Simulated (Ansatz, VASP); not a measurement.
## ZnAu: VASP beside Ansatz

```
CELL_PARAMETERS angstrom
3.15005 0.00000 0.00000
0.00000 3.15005 0.00000
0.00000 0.00000 3.15005
ATOMIC_POSITIONS crystal
Zn 0.50000 0.50000 0.50000
Au 0.00000 0.00000 0.00000
```

Alike in both runs: task single point; functional PBE; k mesh 8 × 8 × 8; occupations gaussian, width 0.1 eV; no spin polarisation.

```csv
,VASP,Ansatz
version,VASP 6.6.1,Ansatz 0.2.0
potentials or method,"VASP PAW PBE potentials, release 64 (Zn, Au), cutoff 520 eV","scalar-relativistic, plane waves, PAW"
valence electrons in the cell,23,31
```

VASP gave:

```
gap on the k mesh at the Fermi level (eV) : none
pressure (GPa)                            : 4.8
```

**Question.** What did Ansatz give for the same quantities?

**Answer.** gap on the k mesh at the Fermi level (eV): none; pressure (GPa): 4.7.

A gap of «none» marks a metal or a gap that the smearing closes. VASP's potentials hold 23 valence electrons a cell and Ansatz's 31, so a difference there can come from the potentials and not from the codes.

Neither program's run includes spin-orbit coupling.
